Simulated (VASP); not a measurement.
## BAs: single point with HSE06

Crystal: BAs.

```
B As
1.0
     2.95701    0.00000    0.00000
     0.00000    2.95701    0.00000
     0.00000    0.00000    2.95701
B As
1 1
Direct
  0.50000 0.50000 0.50000
  0.00000 0.00000 0.00000
```

* Program: VASP 6.6.1
* Task: single point
* Functional: HSE06
* Potentials or basis: VASP PAW PBE potentials, release 64 (B, As)
* Cutoff: 520 eV
* k mesh: 5 × 5 × 5
* Occupations: fermi-dirac, width 0.05 eV
* Spin: no spin polarisation
* Dipole correction: no
* Grid for exact exchange (PRECFOCK): Normal
* Further INCAR settings: ALGO = Normal; EDIFF = 1e-06; NBANDS = 11
* Screening parameter: 0.2079 1/Å

The pressure is -9.0 GPa and the band gap on the k mesh is zero (band 4 reaches 8.78 eV, above the bottom of band 5 at 4.67 eV).

Levels at points of the mesh, in eV from the Fermi level:
```tsv
k point	band 1	band 2	band 3	band 4	band 5	band 6	band 7	band 8	band 9
(0.00, 0.00, 0.00)	-17.61	-1.18	-1.18	-1.18	-0.64	5.91	5.91	10.05	10.05
```

It took 80 s on 1 thread of Intel(R) Xeon(R) 6975P-C (Granite Rapids), on a shared host, peak memory 0.24 GiB.

Caveat: the k points lie up to 0.42 Å⁻¹ apart; the PAW data sets were made with another functional, which shifts forces and pressure a little.
